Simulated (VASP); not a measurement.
# Au (Fm-3m) in VASP: further runs

Aim: see how the results for Au move with the level of theory and the settings. Levels: LDA, PBE. Tasks: single point.

All numbers are computed with VASP 6.6.1; they aren't measurements. Logs are shortened: lines on timing, memory, paths and dates and some standing lists are left out, and cuts for length are marked.

**1. The cell of the first run**

It takes space group Fm-3m (No. 225, cubic). Conventional cell: a = 4.070 Å, b = 4.070 Å, c = 4.070 Å, α = 90.00°, β = 90.00°, γ = 90.00°. Au (site symmetry m-3m) has 12 Au at 2.88 Å within 3.8 Å.

**2. Single point, LDA**

Contents of INCAR:

```
PREC     = Accurate       # precision mode
ENCUT    = 520            # plane-wave cutoff, eV
EDIFF    = 1E-6           # SCF threshold, eV
ISMEAR   = -1             # smearing method
SIGMA    = 0.05           # smearing width, eV
LREAL    = F              # projectors in reciprocal space
LASPH    = T              # aspherical terms in the spheres
NELM     = 100            # most SCF steps
ALGO     = Normal         # electronic algorithm
ISIF     = 2              # what is computed and relaxed
LWAVE    = F              # write WAVECAR
LCHARG   = T              # write CHGCAR
GGA      = CA             # functional
LELF     = T              # ELF
LVHAR    = T            
NBANDS   = 12             # bands
```

Contents of KPOINTS:

```
regular mesh
0
Gamma
  11 11 11
```

Contents of POSCAR:

```
Au
1.0
    0.0000000000      2.0350000000      2.0350000000
    2.0350000000      0.0000000000      2.0350000000
    2.0350000000      2.0350000000      0.0000000000
Au
1
Direct
    0.0000000000      0.0000000000      0.0000000000
```

Potentials or basis: VASP PAW LDA potentials, release 64 (Au).

On the command line:

```console
> cat potpaw_LDA.64/Au/POTCAR > POTCAR
> mpirun -np 1 vasp_std > vasp.out
```

OUTCAR:

```text
PREC = Accurate
   ENCUT = 520
   EDIFF = 1E-6
   ISMEAR = -1
   LREAL = F
   LASPH = T
   NELM = 100
   ISIF = 2
   GGA = CA

 ion  position               nearest neighbor table
   1  0.000  0.000  0.000-

  LATTYP: Found a face centered cubic cell.
 ALAT       =     4.0700000000

  Lattice vectors:

 A1 = (   0.0000000000,   2.0350000000,   2.0350000000)
 A2 = (   2.0350000000,   0.0000000000,   2.0350000000)
 A3 = (   2.0350000000,   2.0350000000,   0.0000000000)

Analysis of symmetry for initial positions (statically):
=====================================================================
 Subroutine PRICEL returns:
 Original cell was already a primitive cell.

 Routine SETGRP: Setting up the symmetry group for a
 face centered cubic supercell.

 Subroutine GETGRP returns: Found 48 space group operations
 (whereof 48 operations were pure point group operations)
 out of a pool of 48 trial point group operations.

The static configuration has the point symmetry O_h .

Analysis of symmetry for dynamics (positions and initial velocities):
=====================================================================
 Subroutine PRICEL returns:
 Original cell was already a primitive cell.

 Routine SETGRP: Setting up the symmetry group for a
 face centered cubic supercell.

 Subroutine GETGRP returns: Found 48 space group operations
 (whereof 48 operations were pure point group operations)
 out of a pool of 48 trial point group operations.

The dynamic configuration has the point symmetry O_h .

 Subroutine INISYM returns: Found 48 space group operations
 (whereof 48 operations are pure point group operations),
 and found     1 'primitive' translations

----------------------------------------------------------------------------------------

                                     Primitive cell

  volume of cell :      16.8548

  direct lattice vectors                    reciprocal lattice vectors
     0.000000000  2.035000000  2.035000000    -0.245700246  0.245700246  0.245700246
     2.035000000  0.000000000  2.035000000     0.245700246 -0.245700246  0.245700246
     2.035000000  2.035000000  0.000000000     0.245700246  0.245700246 -0.245700246

  length of vectors
     2.877924599  2.877924599  2.877924599     0.425565309  0.425565309  0.425565309

  position of ions in fractional coordinates (direct lattice)
     0.000000000  0.000000000  0.000000000

  ion indices of the primitive-cell ions
   primitive index   ion index
                 1           1

----------------------------------------------------------------------------------------

 KPOINTS: regular mesh

Automatic generation of k-mesh.
 Grid dimensions read from file:
 generate k-points for:   11   11   11

 Generating k-lattice:

  Cartesian coordinates                     Fractional coordinates (reciprocal lattice)
    -0.022336386  0.022336386  0.022336386     0.090909091  0.000000000  0.000000000
     0.022336386 -0.022336386  0.022336386     0.000000000  0.090909091  0.000000000
     0.022336386  0.022336386 -0.022336386     0.000000000  0.000000000  0.090909091

  Length of vectors
     0.038687755  0.038687755  0.038687755

  Shift w.r.t. Gamma in fractional coordinates (k-lattice)
     0.000000000  0.000000000  0.000000000

 Subroutine IBZKPT returns following result:
 ===========================================

 Found     56 irreducible k-points:

 Following reciprocal coordinates:
            Coordinates               Weight
  0.000000  0.000000  0.000000      1.000000
  0.090909  0.000000  0.000000      8.000000
  0.181818  0.000000  0.000000      8.000000
  0.272727  0.000000  0.000000      8.000000
  0.363636  0.000000  0.000000      8.000000
  0.454545  0.000000  0.000000      8.000000
[... 16 lines left out ...]
 -0.272727  0.181818  0.000000     24.000000
 -0.181818  0.181818  0.000000     12.000000
 [... further k-points ...]
   k-points           NKPTS =     56   k-points in BZ     NKDIM =     56   number of bands    NBANDS=     12
   number of dos      NEDOS =    301   number of ions     NIONS =      1
   total plane-waves  NPLWV =  13824
   dimension x,y,z NGX =    24 NGY =   24 NGZ =   24
   dimension x,y,z NGXF=    48 NGYF=   48 NGZF=   48
   ions per type =               1
   NGX,Y,Z   is equivalent  to a cutoff of  13.86, 13.86, 13.86 a.u.
   NGXF,Y,Z  is equivalent  to a cutoff of  27.73, 27.73, 27.73 a.u.
 SYSTEM =  unknown system
   PREC   = accura    normal or accurate (medium, high low for compatibility)
   ISTART =      0    job   : 0-new  1-cont  2-samecut
   ICHARG =      2    charge: 1-file 2-atom 10-const
   ISPIN  =      1    spin polarized calculation?
   LNONCOLLINEAR =      F non collinear calculations
   LSORBIT =      F    spin-orbit coupling
   LASPH  =      T    aspherical Exc in radial PAW
   ENCUT  =  520.0 eV  38.22 Ry    6.18 a.u.   5.35  5.35  5.35*2*pi/ulx,y,z
   NELM   =    100;   NELMIN=  2; NELMDL= -5     # of ELM steps
   EDIFF  = 0.1E-05   stopping-criterion for ELM
   LREAL  =      F    real-space projection
   EDIFFG = 0.1E-04   stopping-criterion for IOM
   NSW    =      0    number of steps for IOM
   IBRION =     -1    ionic relax: 0-MD 1-quasi-New 2-CG
   NFREE  =      0    steps in history (QN), initial steepest desc. (CG)
   ISIF   =      2    stress and relaxation
   ISYM   =      2    0-nonsym 1-usesym 2-fastsym
   POTIM  = 0.5000    time-step for ionic-motion
   TEBEG  =    0.0;   TEEND  =   0.0 temperature during run
   PSTRESS=    0.0 pullay stress
   NELECT =      11.0000    total number of electrons
   NUPDOWN=      -1.0000    fix difference up-down
   EMIN   =  10.00;   EMAX   =-10.00  energy-range for DOS
   EFERMI =   0.00;   METHOD = LEGACY
   ISMEAR =    -1;   SIGMA  =   0.05  broadening in eV -4-tet -1-fermi 0-gaus
   EFERMI_NEDOS =   21; number of points for ismear=-14 and -15
   IALGO  =     38    algorithm
   IMIX   =      4    mixing-type and parameters
     AMIX     =   0.40;   BMIX     =  1.00
     AMIX_MAG =   1.60;   BMIX_MAG =  1.00
  volume/ion in A,a.u.               =      16.85       113.74
  Fermi-wavevector in a.u.,A,eV,Ry     =   1.420032  2.683470 27.436005  2.016489
  Thomas-Fermi vector in A             =   2.540990
   LORBIT       =      0    0 simple, 1 ext, 2 COOP (PROOUT), +10 PAW based schemes
   GGA     = CA    functional components
   LHFCALC =     F    Hartree Fock is set to
   AEXX    =    0.0000 exact exchange contribution
   IVDW    =     0    specifies the selected vdW correction
   LEPSILON=     F    determine dielectric tensor
   LRPA    =     F    only Hartree local field effects (RPA)
 non-spin polarized calculation
  energy-cutoff  :      520.00
  volume of cell :       16.85
 maximum number of plane-waves:       465
 NGX is ok and might be reduce to    24
   NGX = 11   NGY = 11   NGZ = 11

 number of electron      10.9999999 magnetization

 Free energy of the ion-electron system (eV)
  ---------------------------------------------------
  ext. energy  EPLUGINS =         0.00000000
  ---------------------------------------------------
  free energy    TOTEN  =        -4.45274951 eV

  energy without entropy =       -4.45139802  energy(sigma->0) =       -4.45207376

 E-fermi :   9.4776     XC(G=0): -13.0467

 val. band max:        9.3277637277   @ k =   0.4545   0.2727   0.0000
 cond. band min:       9.5802707359   @ k =  -0.4545   0.0909   0.0000
 fundamental gap:      0.2525070081
 Fermi energy:         9.4776328446

 k-point     1 :       0.0000    0.0000    0.0000
  band No.  band energies     occupation
      1      -0.5586      2.00000
      2       4.7041      2.00000
      3       4.7041      2.00000
      4       4.7041      2.00000
      5       6.2717      2.00000
      6       6.2717      2.00000
      7      23.9463      0.00000
      8      27.9604      0.00000
      9      27.9604      0.00000
     10      27.9604      0.00000
     11      33.0257      0.00000
     12      37.7256      0.00000

 k-point     2 :       0.0909    0.0000    0.0000
  band No.  band energies     occupation
      1      -0.2696      2.00000
      2       4.6120      2.00000
      3       4.8014      2.00000
      4       4.8014      2.00000
      5       6.2301      2.00000
      6       6.2301      2.00000
      7      24.2763      0.00000
      8      26.3635      0.00000
      9      28.3105      0.00000
     10      28.3105      0.00000
     11      33.7928      0.00000
     12      35.8460      0.00000

 k-point     3 :       0.1818    0.0000    0.0000
  band No.  band energies     occupation
      1       0.5234      2.00000
      2       4.4615      2.00000
      3       4.9779      2.00000
      4       4.9779      2.00000
      5       6.2323      2.00000
      6       6.2323      2.00000
      7      23.2151      0.00000
      8      25.1202      0.00000
      9      29.1659      0.00000
     10      29.1659      0.00000
     11      31.6111      0.00000
     12      33.7388      0.00000
[... 286 lines left out ...]
 k-point    23 :      -0.2727    0.1818    0.0000
  band No.  band energies     occupation
      1       2.7723      2.00000
      2       4.3175      2.00000
      3       4.6984      2.00000
      4       5.4048      2.00000
      5       6.2599      2.00000
      6       8.5377      2.00000
      7      17.9401      0.00000
      8      21.7776      0.00000
      9      25.8958      0.00000
     10      28.8690      0.00000
     11      30.6480      0.00000
     12      34.9793      0.00000

 k-point    24 :      -0.1818    0.1818    0.0000
  band No.  band energies     occupation
      1       2.0390      2.00000
      2       4.0806      2.00000
      3       4.9102      2.00000
      4       5.5979      2.00000
      5       5.6477      2.00000
      6       7.4962      2.00000
      7      20.8737      0.00000
      8      22.8767      0.00000
      9      27.1518      0.00000
     10      28.6433      0.00000
     11      31.3778      0.00000
     12      34.0518      0.00000

 [... further k-points ...]
[... 5 lines left out ...]
  --------------------------------------------------------------------------------------
  -------------------------------------------------------------------------------------
  Total       -0.2758528     -0.2758528     -0.2758528     -0.0000000     -0.0000000     -0.0000000
  in kB      -26.2219387    -26.2219387    -26.2219387     -0.0000000     -0.0000000     -0.0000000
  external PRESSURE =     -26.2219387 kB  Pullay stress =       0.0000000 kB

 VOLUME and BASIS-vectors are now :
 -----------------------------------------------------------------------------
  energy-cutoff  :      520.00
  volume of cell :       16.85
      direct lattice vectors                 reciprocal lattice vectors
     0.000000000  2.035000000  2.035000000    -0.245700246  0.245700246  0.245700246
     2.035000000  0.000000000  2.035000000     0.245700246 -0.245700246  0.245700246
     2.035000000  2.035000000  0.000000000     0.245700246  0.245700246 -0.245700246

 POSITION                                       TOTAL-FORCE (eV/Angst)
 -----------------------------------------------------------------------------------
      0.00000      0.00000      0.00000         0.000000      0.000000      0.000000
 -----------------------------------------------------------------------------------
    total drift:                               -0.000000      0.000000      0.000000

  FREE ENERGIE OF THE ION-ELECTRON SYSTEM (eV)
  ---------------------------------------------------
  free  energy   TOTEN  =        -4.4527495100 eV

  energy  without entropy=       -4.4513980192  energy(sigma->0) =       -4.45207376
```

Wall time 8.6 s (1 thread of Intel Xeon Platinum 8488C (Sapphire Rapids), shared host); peak memory 0.14 GiB.

What came out:

```yaml
Free_energy: -4.4527 eV
Pressure: -2.6 GPa
Band_gap_on_the_k_mesh: zero (an odd number of electrons rules out a gap without spin polarisation)
```

Levels at points of the mesh, in eV from the Fermi level:
```tsv
k point	band 2	band 3	band 4	band 5	band 6	band 7	band 8	band 9	band 10	band 11
(0.00, 0.00, 0.00)	-4.77	-4.77	-4.77	-3.21	-3.21	14.47	18.48	18.48	18.48	23.55
```

Caveat: spin-orbit coupling is left out, which moves the levels of the heavy elements.

[end of part 1 of 2]

The gap in the log of VASP goes by the Fermi energy; the results here count the filled bands.